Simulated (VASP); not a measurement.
## BN: single point with PBE

The system is BN.

```xyz
4
Lattice="2.4913 0.0000 0.0000 -1.2457 2.1576 0.0000 0.0000 0.0000 4.0011" Properties=species:S:1:pos:R:3 pbc="T T T"
B     0.0000    0.0000    0.0000
B     0.0000    0.0000    2.0005
N     0.0000    1.4384    1.0003
N     1.2457    0.7192    3.0008
```

```yaml
Program: VASP 6.6.1
Task: single point
Functional: PBE
Potentials_or_basis: VASP PAW PBE potentials, release 64 (B, N)
Cutoff: 520 eV
k_mesh: 9 × 9 × 6
Occupations: gaussian, width 0.01 eV
Spin: no spin polarisation
```

```
Pressure               : 4.5 GPa
Band gap on the k mesh : 1.61 eV, indirect (least direct gap 5.20 eV)
```

Stress tensor (GPa, compression positive):
```
3.79 0.00 0.00
0.00 3.79 0.00
0.00 0.00 5.93
```

Levels at points of the mesh, in eV from the valence-band top:
| k point | band 5 | band 6 | band 7 | band 8 | band 9 | band 10 | band 11 | band 12 |
| --- | --- | --- | --- | --- | --- | --- | --- | --- |
| (0.00, 0.00, 0.00) | -1.42 | -0.64 | -0.64 | -0.15 | 5.85 | 8.19 | 8.38 | 8.38 |
| (0.00, 0.00, 0.50) | -0.92 | -0.92 | -0.92 | -0.92 | 7.12 | 7.12 | 7.82 | 7.82 |

Wall time 6.3 s on 1 thread of AMD EPYC 9R45 96-Core Processor (Zen 5), on a shared host, peak memory 0.1 GiB.

A k mesh can miss the band edges. Expect the measured gap to be larger: semilocal functionals such as PBE lack the derivative discontinuity.
